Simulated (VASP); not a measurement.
Write the native input for VASP 6.6.1 that does the following.

```
Task                   : single point
Functional             : PBEsol
Potentials or basis    : VASP PAW PBE potentials, release 64 (Cu, O)
Cutoff                 : 520 eV
k mesh                 : 7 × 7 × 4
Occupations            : gaussian, width 0.05 eV
Spin                   : collinear spin
Starting moments       : [0.0, 0.0, 0.38, 0.38, 0.0, 0.0] μB
Dipole correction      : no
Further INCAR settings : ALGO = Normal; EDIFF = 1e-06; NBANDS = 36
```

The structure of CuO2 lies in POSCAR:

```
CuO2
1.0
    1.4126150000     -5.2107470000      0.0000000000
    1.4126150000      5.2107470000      0.0000000000
    0.0000000000      0.0000000000      4.3434240000
Cu O
2 4
Direct
    0.8327470000      0.1672530000      0.2500000000
    0.1672530000      0.8327470000      0.7500000000
    0.4485140000      0.5514860000      0.2500000000
    0.5514860000      0.4485140000      0.7500000000
    0.2110300000      0.7889700000      0.2500000000
    0.7889700000      0.2110300000      0.7500000000
```

These files were run (other wordings do the same):

INCAR

```
PREC     = Accurate       # precision mode
ENCUT    = 520            # plane-wave cutoff, eV
EDIFF    = 1E-6           # SCF threshold, eV
ISMEAR   = 0              # smearing method
SIGMA    = 0.05           # smearing width, eV
LREAL    = F              # projectors in reciprocal space
LASPH    = T              # aspherical terms in the spheres
NELM     = 150            # most SCF steps
ALGO     = Normal         # electronic algorithm
ISIF     = 2              # what is computed and relaxed
LWAVE    = F              # write WAVECAR
LCHARG   = F              # write CHGCAR
ISPIN    = 2              # spin polarisation
MAGMOM   = 0 0 0.38 0.38 0 0 # initial moments
LORBIT   = 11             # projections on sites
LMAXMIX  = 4              # l up to which the mixer works
GGA      = PS             # functional
NBANDS   = 36             # bands
```

KPOINTS

```
regular mesh
0
Gamma
  7 7 4
```

Potentials or basis: VASP PAW PBE potentials, release 64 (Cu, O).

The run is started by

```bash
$ cat potpaw_PBE.64/Cu/POTCAR potpaw_PBE.64/O/POTCAR > POTCAR
$ mpirun -np 1 vasp_std > vasp.out
```

Results of the run:

```json
{
 "Pressure": "-7.8 GPa",
 "Largest force": "0.383 eV/Å",
 "Band gap on the k mesh": "zero (filled and empty bands overlap)",
 "Net moment": "0.00 μB per cell",
 "Valence electrons inside the program's atomic spheres": "Cu 9.95; O 4.79, 4.86 (each value once)"
}
```

Caveat: the k points lie up to 0.36 Å⁻¹ apart; the PAW data sets were made with another functional, which shifts forces and pressure a little; semilocal functionals often make such compounds metallic where correlation or magnetic order opens a gap, which also shifts bond lengths.

Run time: 13 min on 1 thread of Intel Xeon 8259CL, with other jobs on the host, peak memory 0.35 GiB.
